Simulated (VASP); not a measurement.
Input of a VASP 6.6.1 run:

File INCAR:

```
SYSTEM = Pt
PREC = Accurate
ENCUT = 570
EDIFF = 1E-6
ISMEAR = -1
SIGMA = 0.08
LREAL = .FALSE.
LASPH = .TRUE.
NELM = 120
ALGO = Normal
ISIF = 2
LWAVE = .FALSE.
LCHARG = .FALSE.
GGA = CA
NBANDS = 25
GGA_COMPAT = .FALSE.
```

The input KPOINTS:

```
regular mesh
0
G
  16 16 9
  0 0 0
```

POSCAR

```
Pt
1.0
    2.6474476761      0.0000000000      0.0000000000
   -1.3237238380      2.2927569427      0.0000000000
    0.0000000000      0.0000000000      4.5044660775
Pt
2
Direct
    0.3333333333      0.6666666667      0.2500000000
    0.6666666667      0.3333333333      0.7500000000
```

Potentials or basis: VASP PAW LDA potentials, release 64 (Pt_sv_GW).

The run is started by

```console
$ cat potpaw_LDA.64/Pt_sv_GW/POTCAR > POTCAR
$ mpirun -np 1 vasp_std > vasp.out
```

**Question.** What does it give for the band gap on the k mesh?

**Answer.** Zero (bands 18 and 19 overlap by 1.55 eV).

**Question.** What does it give for the pressure?

**Answer.** 30.8 GPa.

Stress tensor (GPa, compression positive):
```
30.93  0.00  0.00
 0.00 30.93  0.00
 0.00  0.00 30.50
```

Caveat: the cell stands under pressure; spin-orbit coupling is left out, which moves the levels of the heavy elements.
